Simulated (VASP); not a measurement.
CsI2, 6 atoms in the cell. Symmetry: Pn-3m, No. 224, cubic system. Conventional cell: a = 6.655 Å, b = 6.655 Å, c = 6.655 Å, α = 90.00°, β = 90.00°, γ = 90.00°. Cs (site symmetry -43m) has 4 I at 2.88 Å within 3.8 Å. Within 3.8 Å of I (site symmetry -3m) lie 2 Cs at 2.88 Å. 

```yaml
Program: VASP 6.6.1
Task: relaxation of cell and atoms
Functional: PBE
Potentials_or_basis: VASP PAW PBE potentials, release 64 (Cs_sv, I)
Cutoff: 600 eV
k_mesh: 4 × 4 × 4
Occupations: gaussian, width 0.1 eV
Spin: no spin polarisation
Dipole_correction: no
Further_INCAR_settings: ALGO = Fast; EDIFF = 1e-06; IBRION = 2; EDIFFG = -0.04; NSW = 90; ISIF = 3
```

Potentials or basis: VASP PAW PBE potentials, release 64 (Cs_sv, I).

Run with:

```console
$ cat potpaw_PBE.64/Cs_sv/POTCAR potpaw_PBE.64/I/POTCAR > POTCAR
$ mpirun -np 1 vasp_std > vasp.out
```

Hardware: 1 thread of Oxide Virtual Turin-like Processor, with other jobs on the host.

Task: Estimate the wall time of this run.

Result: Wall time 11 min on 1 thread of Oxide Virtual Turin-like Processor (shared host), peak memory 0.43 GiB. Counts: scf iterations 62, k points 10, ion steps 4.
